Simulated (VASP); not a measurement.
Runs of VASP 6.6.1 on P. The structure is that of space group P4_2/mmc (No. 131), or close to it. The cells are those of the table. 

```csv
task,cell,k mesh,cutoff (eV),gap on the mesh (eV),pressure (GPa),relaxed volume (Å³/atom)
relaxation of cell and atoms,"relaxed from a = 3.328, b = 3.328, c = 6.411 Å, 4 atoms",14 × 14 × 8,600,none,0.0,17.70
relaxation of cell and atoms,"relaxed from a = 3.517, b = 3.517, c = 6.155 Å, 4 atoms",14 × 14 × 8,600,none,0.0,17.70
single point,"a = 3.328, b = 3.328, c = 6.411 Å, 4 atoms",14 × 14 × 8,520,none,(a),-
single point,"a = 3.517, b = 3.517, c = 6.155 Å, 4 atoms",6 × 6 × 4,520,none,-2.9,-
```

Alike in all rows: level PBE; potentials or basis VASP PAW PBE potentials, release 64 (P); no spin polarisation; smearing gaussian 0.1 eV.

Problem. Estimate the missing entries.

Solution. (a) -0.2.

A gap of «none» marks levels without a gap at the run's occupations.
